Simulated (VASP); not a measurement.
Wanted: the native input for a VASP 6.6.1 run.

* Task: single point
* Functional: PBE
* Potentials or basis: VASP PAW PBE potentials, release 64 (Si, O)
* Cutoff: 520 eV
* k mesh: 6 × 6 × 8
* Occupations: gaussian, width 0.05 eV
* Spin: no spin polarisation
* Dipole correction: no
* Further INCAR settings: ALGO = Normal; EDIFF = 1e-06; NBANDS = 25

The structure of SiO2 lies in POSCAR:

```
SiO2
1.0
    4.2361165246      0.0000000000      0.0000000000
    0.0000000000      4.2784776898      0.0000000000
    0.0000000000      0.0000000000      2.6904781099
Si O
2 4
Direct
    0.5000000000      0.5000000000      0.5000000000
    0.0000000000      0.0000000000      0.0000000000
    0.6930152168      0.6930152168      0.0000000000
    0.1930152168      0.8069847832      0.5000000000
    0.3069847832      0.3069847832      0.0000000000
    0.8069847832      0.1930152168      0.5000000000
```

This cell differs from its parent crystal: strain +0.0100 x Voigt [0, 1, 0, 0, 0, 0].

One way to write it, as run:

INCAR

```
PREC = Accurate
ENCUT = 520
EDIFF = 1E-6
ISMEAR = 0
SIGMA = 0.05
LREAL = False
LASPH = True
NELM = 80
ALGO = Normal
ISIF = 2
LWAVE = False
LCHARG = True
GGA = PE
LELF = True
LVHAR = True
NBANDS = 25
```

KPOINTS

```
regular mesh
0
Gamma
  6 6 8
```

Potentials or basis: VASP PAW PBE potentials, release 64 (Si, O).

Run with:

```bash
$ cat potpaw_PBE.64/Si/POTCAR potpaw_PBE.64/O/POTCAR > POTCAR
$ mpirun -np 1 vasp_std > vasp.out
```

It gave:

The pressure is -2.5 GPa. The largest force is 0.094 eV/Å and the band gap on the k mesh is 4.87 eV.

Caveat: the cell differs from its parent crystal (strain +0.0100 x Voigt [0, 1, 0, 0, 0, 0]).

Wall time 53 s on 1 thread of Intel(R) Xeon(R) Platinum 8259CL CPU @ 2.50GHz (Skylake/Cascade Lake) (shared host), peak memory 0.2 GiB.
